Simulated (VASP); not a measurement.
Write the native input for VASP 6.6.1 that does the following.

* Task: single point
* Functional: LDA
* Potentials or basis: VASP PAW LDA potentials, release 64 (Co_sv)
* Cutoff: 690 eV
* k mesh: 6 × 6 × 6
* Occupations: fermi-dirac, width 0.15 eV
* Spin: collinear spin, ferromagnetic start
* Starting moments: [1.8, 1.8, 1.8, 1.8, 1.8, 1.8] μB
* Dipole correction: no
* Further INCAR settings: ALGO = Normal; EDIFF = 1e-06; NBANDS = 64

The structure of Co lies in POSCAR:

```
Co
1.0
    0.0000000000      3.2173720000      3.2173720000
    3.2173720000      0.0000000000      3.2173720000
    3.2173720000      3.2173720000      0.0000000000
Co
6
Direct
    0.2500000000      0.2500000000      0.2500000000
    0.0000000000      0.0000000000      0.0000000000
    0.6250000000      0.6250000000      0.1250000000
    0.6250000000      0.1250000000      0.6250000000
    0.1250000000      0.6250000000      0.6250000000
    0.6250000000      0.6250000000      0.6250000000
```

This isn't the form of Co at room conditions, which is hcp.

One way to write it, as run:

INCAR

```
SYSTEM = Co
  PREC = Accurate
  ENCUT = 690
  EDIFF = 1E-6
  ISMEAR = -1
  SIGMA = 0.15
  LREAL = .FALSE.
  LASPH = .TRUE.
  NELM = 200
  ALGO = Normal
  ISIF = 2
  LWAVE = .FALSE.
  LCHARG = .FALSE.
  ISPIN = 2
  MAGMOM = 1.8 1.8 1.8 1.8 1.8 1.8
  LORBIT = 11
  LMAXMIX = 4
  NBANDS = 64
  GGA_COMPAT = .FALSE.
```

KPOINTS

```
regular mesh
0
G
  6 6 6
  0 0 0
```

Potentials or basis: VASP PAW LDA potentials, release 64 (Co_sv).

Command:

```sh
$ cat potpaw_LDA.64/Co_sv/POTCAR > POTCAR
$ mpirun -np 1 vasp_std > vasp.out
```

Results of the run:

The pressure is -12.4 GPa and the net moment is 9.09 μB per cell. The site moments are Co +1.70, +1.47 (each value once) μB. The valence electrons inside the program's atomic spheres are Co 14.97, 15.15 (each value once).

Caveat: the cell stands under tension.

Wall time 5.5 min on 1 thread of Intel(R) Xeon(R) Platinum 8259CL CPU @ 2.50GHz (Skylake/Cascade Lake) (shared host), peak memory 0.28 GiB.
